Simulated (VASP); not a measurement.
## Re: single point with LDA

Crystal: Re.

```
Re
1.0
     2.70991    0.00000    0.00000
    -1.35496    2.34685    0.00000
     0.00000    0.00000    8.75637
Re
4
Direct
  0.66667 0.33333 0.75000
  0.00000 0.00000 0.50000
  0.33333 0.66667 0.25000
  0.00000 0.00000 0.00000
```

```yaml
Program: VASP 6.6.1
Task: single point
Functional: LDA
Potentials_or_basis: VASP PAW LDA potentials, release 64 (Re_sv_GW)
Cutoff: 500 eV
k_mesh: 11 × 11 × 3
Occupations: fermi-dirac, width 0.05 eV
Spin: no spin polarisation
Dipole_correction: no
Second_run: valence_matched
Further_INCAR_settings: ALGO = Normal; EDIFF = 1e-06; NBANDS = 38
```

- Pressure: 11.3 GPa
- Band gap on the k mesh: zero (band 30 reaches 15.13 eV, above the bottom of band 31 at 12.39 eV)

Stress tensor (GPa, compression positive):
```
11.52  0.00  0.00
 0.00 11.52  0.00
 0.00  0.00 10.81
```

Levels at points of the mesh, in eV from the Fermi level:
```tsv
k point	band 26	band 27	band 28	band 29	band 30	band 31	band 32	band 33	band 34	band 35
(0.00, 0.00, 0.00)	-2.11	-1.82	-1.37	-1.37	-1.25	-1.25	0.64	0.64	0.78	1.57
```

Wall time 54 s on 1 thread of Intel(R) Xeon(R) Platinum 8259CL CPU @ 2.50GHz (Skylake/Cascade Lake), on a shared host, peak memory 0.18 GiB.

Caveat: spin-orbit coupling is left out, which moves the levels of the heavy elements.
